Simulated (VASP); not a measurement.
# Sc (I4/mmm) in VASP: notebook

Sc is run at these levels: r2SCAN; tasks: single point.

Program: VASP 6.6.1. These are calculated values, not measurements. Logs are shortened: lines on timing, memory, paths and dates and some standing lists are left out, and cuts for length are marked.

**1. The cell of the first run**

Symmetry: I4/mmm, No. 139, tetragonal system. Conventional cell: a = 3.131 Å, b = 3.131 Å, c = 4.541 Å, α = 90.00°, β = 90.00°, γ = 90.00°. Within 4.1 Å of Sc (site symmetry 4/mmm) lie 12 Sc at 3.13 to 3.17 Å.

**2. Single point, r2SCAN (strain -0.025 along x and y, +0.000 along z)**

Input file POSCAR:

```
Sc
1.0
    0.0000000000      2.2137375000      2.2705000000
    2.2137375000      0.0000000000      2.2705000000
    2.2137375000      2.2137375000      0.0000000000
Sc
1
Direct
    0.0000000000      0.0000000000      0.0000000000
```

Input file INCAR.step1:

```
ALGO     = Normal         # electronic algorithm
EDIFF    = 1E-4           # SCF threshold, eV
ENCUT    = 520            # plane-wave cutoff, eV
GGA      = PE             # functional
ISMEAR   = 0              # smearing method
LASPH    = True           # aspherical terms in the spheres
LCHARG   = False          # write CHGCAR
LREAL    = False          # projectors in reciprocal space
LWAVE    = True           # write WAVECAR
NBANDS   = 12             # bands
NELM     = 60             # most SCF steps
PREC     = Accurate       # precision mode
SIGMA    = 0.15           # smearing width, eV
```

Input file INCAR.step2:

```
ALGO     = Normal         # electronic algorithm
EDIFF    = 1E-7           # SCF threshold, eV
ENCUT    = 520            # plane-wave cutoff, eV
ISIF     = 2              # what is computed and relaxed
ISMEAR   = 0              # smearing method
ISTART   = 1            
LASPH    = True           # aspherical terms in the spheres
LCHARG   = True           # write CHGCAR
LELF     = True           # ELF
LMIXTAU  = True         
LREAL    = False          # projectors in reciprocal space
LVHAR    = True         
LWAVE    = False          # write WAVECAR
METAGGA  = R2SCAN         # meta-GGA
NBANDS   = 12             # bands
NELM     = 60             # most SCF steps
PREC     = Accurate       # precision mode
SIGMA    = 0.15           # smearing width, eV
```

Input file KPOINTS:

```
k-points
0
Gamma
  18 18 18
```

Potentials or basis: VASP PAW PBE potentials, release 64 (Sc_sv).

Launch:

```sh
> cat potpaw_PBE.64/Sc_sv/POTCAR > POTCAR
> cp INCAR.step1 INCAR
> mpirun -np 1 vasp_std > vasp.out
> cp INCAR.step2 INCAR
> mpirun -np 1 vasp_std > vasp.out
```

OUTCAR:

```text
EDIFF = 1E-7
   ENCUT = 520
   ISIF = 2
   ISMEAR = 0
   ISTART = 1
   LASPH = True
   LREAL = False
   METAGGA = R2SCAN
   NELM = 60
   PREC = Accurate

 ion  position               nearest neighbor table
   1  0.000  0.000  0.000-

  LATTYP: Found a body centered tetragonal cell.
 ALAT       =     3.1306975960
 C/A-ratio  =     1.4504754486

  Lattice vectors:

 A1 = (  -2.2137375000,   0.0000000000,   2.2705000000)
 A2 = (   2.2137375000,   0.0000000000,   2.2705000000)
 A3 = (   0.0000000000,   2.2137375000,  -2.2705000000)

Analysis of symmetry for initial positions (statically):
=====================================================================
 Subroutine PRICEL returns:
 Original cell was already a primitive cell.

 Routine SETGRP: Setting up the symmetry group for a
 body centered tetragonal supercell.

 Subroutine GETGRP returns: Found 16 space group operations
 (whereof 16 operations were pure point group operations)
 out of a pool of 16 trial point group operations.

The static configuration has the point symmetry D_4h.

Analysis of symmetry for dynamics (positions and initial velocities):
=====================================================================
 Subroutine PRICEL returns:
 Original cell was already a primitive cell.

 Routine SETGRP: Setting up the symmetry group for a
 body centered tetragonal supercell.

 Subroutine GETGRP returns: Found 16 space group operations
 (whereof 16 operations were pure point group operations)
 out of a pool of 16 trial point group operations.

The dynamic configuration has the point symmetry D_4h.

 Subroutine INISYM returns: Found 16 space group operations
 (whereof 16 operations are pure point group operations),
 and found     1 'primitive' translations

----------------------------------------------------------------------------------------

                                     Primitive cell

  volume of cell :      22.2538

  direct lattice vectors                    reciprocal lattice vectors
     0.000000000  2.213737500  2.270500000    -0.225862371  0.225862371  0.220215811
     2.213737500  0.000000000  2.270500000     0.225862371 -0.225862371  0.220215811
     2.213737500  2.213737500  0.000000000     0.225862371  0.225862371 -0.220215811

  length of vectors
     3.171088767  3.171088767  3.130697596     0.387972454  0.387972454  0.387972454

  position of ions in fractional coordinates (direct lattice)
     0.000000000  0.000000000  0.000000000

[... 82 lines left out ...]
   ISYM   =      2    0-nonsym 1-usesym 2-fastsym
   POTIM  = 0.5000    time-step for ionic-motion
   TEBEG  =    0.0;   TEEND  =   0.0 temperature during run
   PSTRESS=    0.0 pullay stress
   NELECT =      11.0000    total number of electrons
   NUPDOWN=      -1.0000    fix difference up-down
   EMIN   =  10.00;   EMAX   =-10.00  energy-range for DOS
   EFERMI =   0.00;   METHOD = LEGACY
   ISMEAR =     0;   SIGMA  =   0.15  broadening in eV -4-tet -1-fermi 0-gaus
   EFERMI_NEDOS =   21; number of points for ismear=-14 and -15
   IALGO  =     38    algorithm
   IMIX   =      4    mixing-type and parameters
     AMIX     =   0.40;   BMIX     =  1.00
     AMIX_MAG =   1.60;   BMIX_MAG =  1.00
  volume/ion in A,a.u.               =      22.25       150.18
  Fermi-wavevector in a.u.,A,eV,Ry     =   1.294408  2.446076 22.796449  1.675492
  Thomas-Fermi vector in A             =   2.425993
   LORBIT       =      0    0 simple, 1 ext, 2 COOP (PROOUT), +10 PAW based schemes
   METAGGA = R2SCAN    functional components
   LHFCALC =     F    Hartree Fock is set to
   AEXX    =    0.0000 exact exchange contribution
   IVDW    =     0    specifies the selected vdW correction
   LEPSILON=     F    determine dielectric tensor
   LRPA    =     F    only Hartree local field effects (RPA)
 non-spin polarized calculation
 Gauss-broadening in eV      SIGMA  =   0.15
  energy-cutoff  :      520.00
  volume of cell :       22.25
 maximum number of plane-waves:       616
   NGX = 11   NGY = 11   NGZ = 11

 number of electron      11.0000003 magnetization

 Free energy of the ion-electron system (eV)
  ---------------------------------------------------
  ext. energy  EPLUGINS =         0.00000000
  ---------------------------------------------------
  free energy    TOTEN  =       -11.24139094 eV

  energy without entropy =      -11.22219252  energy(sigma->0) =      -11.23179173

 E-fermi :   4.4243     XC(G=0): -11.0593

 val. band max:        4.4228554656   @ k =  -0.2778   0.1111   0.2778
 cond. band min:       4.4259539304   @ k =  -0.1111   0.2778   0.2222
 fundamental gap:      0.0030984648
 Fermi energy:         4.4243017407

 k-point     1 :       0.0000    0.0000    0.0000
  band No.  band energies     occupation
      1     -46.8388      2.00000
      2     -24.2066      2.00000
      3     -24.2066      2.00000
      4     -24.1999      2.00000
      5      -1.3356      2.00000
      6       6.2558      0.00000
      7       6.4275      0.00000
      8       6.4275      0.00000
      9       7.9274      0.00000
     10       8.1372      0.00000
     11      17.9533      0.00000
     12      21.7418      0.00000
[... 331 lines left out ...]
 k-point    24 :      -0.2222    0.0556    0.0000
  band No.  band energies     occupation
      1     -46.7914      2.00000
      2     -24.4920      2.00000
      3     -24.2571      2.00000
      4     -24.2306      2.00000
      5       0.2970      2.00000
      6       5.3175      0.00000
      7       6.4815      0.00000
      8       6.7661      0.00000
      9       7.8258      0.00000
     10       8.2453      0.00000
     11      16.5228      0.00000
     12      18.6906      0.00000

 [... further k-points ...]

------------------------ aborting loop because EDIFF is reached ----------------------------------------

  FORCE on cell =-STRESS in cart. coord.  units (eV):
  Direction    XX          YY          ZZ          XY          YZ          ZX
  --------------------------------------------------------------------------------------
  -------------------------------------------------------------------------------------
  Total        1.0847757      1.0847757      1.0400016      0.0000000     -0.0000000      0.0000000
  in kB       78.0992385     78.0992385     74.8756921      0.0000000     -0.0000000      0.0000000
  external PRESSURE =      77.0247230 kB  Pullay stress =       0.0000000 kB

 VOLUME and BASIS-vectors are now :
 -----------------------------------------------------------------------------
  energy-cutoff  :      520.00
  volume of cell :       22.25
      direct lattice vectors                 reciprocal lattice vectors
     0.000000000  2.213737500  2.270500000    -0.225862371  0.225862371  0.220215811
     2.213737500  0.000000000  2.270500000     0.225862371 -0.225862371  0.220215811
     2.213737500  2.213737500  0.000000000     0.225862371  0.225862371 -0.220215811

 POSITION                                       TOTAL-FORCE (eV/Angst)
 -----------------------------------------------------------------------------------
      0.00000      0.00000      0.00000        -0.000000     -0.000000     -0.000000
 -----------------------------------------------------------------------------------
    total drift:                               -0.000000     -0.000000     -0.000000

  FREE ENERGIE OF THE ION-ELECTRON SYSTEM (eV)
  ---------------------------------------------------
  free  energy   TOTEN  =       -11.2413909368 eV

  energy  without entropy=      -11.2221925240  energy(sigma->0) =      -11.23179173
```

OUTCAR.step1:

```text
EDIFF = 1E-4
   ENCUT = 520
   GGA = PE
   ISMEAR = 0
   LASPH = True
   LREAL = False
[... 575 lines left out ...]

 POSITION                                       TOTAL-FORCE (eV/Angst)
 -----------------------------------------------------------------------------------
      0.00000      0.00000      0.00000         0.000000      0.000000     -0.000000
 -----------------------------------------------------------------------------------
    total drift:                               -0.000000      0.000000     -0.000000

  FREE ENERGIE OF THE ION-ELECTRON SYSTEM (eV)
  ---------------------------------------------------
  free  energy   TOTEN  =        -6.1658252063 eV

  energy  without entropy=       -6.1468191509  energy(sigma->0) =       -6.15632218
```

OSZICAR.step1:

```text
N       E                     dE             d eps       ncg     rms          rms(c)
DAV:   1     0.736494726447E+02    0.73649E+02   -0.51242E+03 11576   0.914E+02
DAV:   2    -0.533703045753E+01   -0.78987E+02   -0.77335E+02 11532   0.285E+02
DAV:   3    -0.673927658108E+01   -0.14022E+01   -0.13752E+01 15216   0.502E+01
DAV:   4    -0.676115170422E+01   -0.21875E-01   -0.21861E-01 14260   0.502E+00
DAV:   5    -0.676150314141E+01   -0.35144E-03   -0.35143E-03 15328   0.619E-01    0.588E+00
DAV:   6    -0.623785453277E+01    0.52365E+00   -0.78969E-01 17368   0.130E+01    0.180E+00
DAV:   7    -0.616993269868E+01    0.67922E-01   -0.15477E-01 18256   0.555E+00    0.510E-01
DAV:   8    -0.616603503007E+01    0.38977E-02   -0.91732E-03 14012   0.134E+00    0.124E-01
DAV:   9    -0.616582291761E+01    0.21211E-03   -0.90159E-04 17556   0.464E-01    0.229E-02
DAV:  10    -0.616582520630E+01   -0.22887E-05   -0.17553E-05  6580   0.521E-02
   1 F= -.61658252E+01 E0= -.61563222E+01  d E =-.190061E-01
```

Run time: 4.8 min. Hardware: 1 thread of Intel Xeon Platinum 8259CL at 2.50GHz (Skylake/Cascade Lake), shared host; peak memory 0.24 GiB.

What came out:

```yaml
Free_energy: -11.2414 eV
Pressure: 7.7 GPa
Band_gap_on_the_k_mesh: zero (an odd number of electrons rules out a gap without spin polarisation)
```

Stress tensor (GPa, compression positive):
```
7.81 0.00 0.00
0.00 7.81 0.00
0.00 0.00 7.49
```

Levels at points of the mesh, in eV from the Fermi level:
```
           k point  band 1  band 2  band 3  band 4  band 5  band 6  band 7  band 8  band 9  band 10
(0.00, 0.00, 0.00)  -51.26  -28.63  -28.63  -28.62   -5.76    1.83    2.00    2.00    3.50     3.71
(0.50, 0.00, 0.00)  -51.17  -29.21  -28.71  -28.69   -1.96    0.27    1.70    1.90    4.60     4.69
(0.50, 0.50, 0.00)  -51.14  -29.16  -28.82  -28.82   -1.84   -0.69    1.99    4.66    4.90     4.90
(0.50, 0.00, 0.50)  -51.13  -29.17  -28.85  -28.82   -1.83   -0.78    2.43    4.65    4.84     4.98
```

Caveat: the cell differs from its parent crystal (strain -0.025 along x and y, +0.000 along z); the cell stands under pressure; the PAW data sets were made with another functional, which shifts forces and pressure a little.

**3. Single point, r2SCAN (strain +0.000 along x and y, -0.025 along z)**

Input file POSCAR:

```
Sc
1.0
    0.0000000000      2.2705000000      2.2137375000
    2.2705000000      0.0000000000      2.2137375000
    2.2705000000      2.2705000000      0.0000000000
Sc
1
Direct
    0.0000000000      0.0000000000      0.0000000000
```

Input file INCAR.step1:

```
  PREC = Accurate
  ENCUT = 520
  ISMEAR = 0
  SIGMA = 0.15
  LREAL = False
  LASPH = True
  NELM = 80
  NBANDS = 12
  GGA = PE
  ALGO = Normal
  EDIFF = 1E-4
  LWAVE = True
  LCHARG = False
```

Input file INCAR.step2:

```
  PREC = Accurate
  ENCUT = 520
  EDIFF = 1E-6
  ISMEAR = 0
  SIGMA = 0.15
  LREAL = False
  LASPH = True
  NELM = 80
  ALGO = Normal
  ISIF = 2
  LWAVE = False
  LCHARG = False
  METAGGA = R2SCAN
  LMIXTAU = True
  NBANDS = 12
  ISTART = 1
```

Input file KPOINTS:

```
Automatic mesh
0
Gamma
  18 18 18
```

Potentials or basis: VASP PAW PBE potentials, release 64 (Sc_sv).

Launch:

```sh
> cat potpaw_PBE.64/Sc_sv/POTCAR > POTCAR
> cp INCAR.step1 INCAR
> mpirun -np 1 vasp_std > vasp.out
> cp INCAR.step2 INCAR
> mpirun -np 1 vasp_std > vasp.out
```

Run time: 4 min. Hardware: 1 thread of Intel Xeon Platinum 8259CL at 2.50GHz (Skylake/Cascade Lake), shared host; peak memory 0.24 GiB.

The run converged. Its results:

```
Free energy            : -11.2659 eV
Pressure               : 6.0 GPa
Band gap on the k mesh : zero (an odd number of electrons rules out a gap without spin polarisation)
```

Stress tensor (GPa, compression positive):
```
5.90 0.00 0.00
0.00 5.90 0.00
0.00 0.00 6.22
```

Levels at points of the mesh, in eV from the Fermi level:
| k point | band 1 | band 2 | band 3 | band 4 | band 5 | band 6 | band 7 | band 8 | band 9 | band 10 |
| --- | --- | --- | --- | --- | --- | --- | --- | --- | --- | --- |
| (0.00, 0.00, 0.00) | -51.33 | -28.72 | -28.72 | -28.72 | -5.72 | 1.86 | 1.86 | 2.02 | 3.42 | 3.62 |
| (0.50, 0.00, 0.00) | -51.25 | -29.25 | -28.79 | -28.78 | -1.93 | 0.21 | 1.67 | 1.87 | 4.47 | 4.57 |
| (0.50, 0.50, 0.00) | -51.21 | -29.22 | -28.92 | -28.92 | -1.76 | -0.77 | 2.46 | 4.53 | 4.78 | 4.78 |
| (0.50, 0.00, 0.50) | -51.22 | -29.22 | -28.91 | -28.88 | -1.77 | -0.68 | 2.03 | 4.53 | 4.70 | 4.84 |

Caveat: the cell differs from its parent crystal (strain +0.000 along x and y, -0.025 along z); the cell stands under pressure; the PAW data sets were made with another functional, which shifts forces and pressure a little.
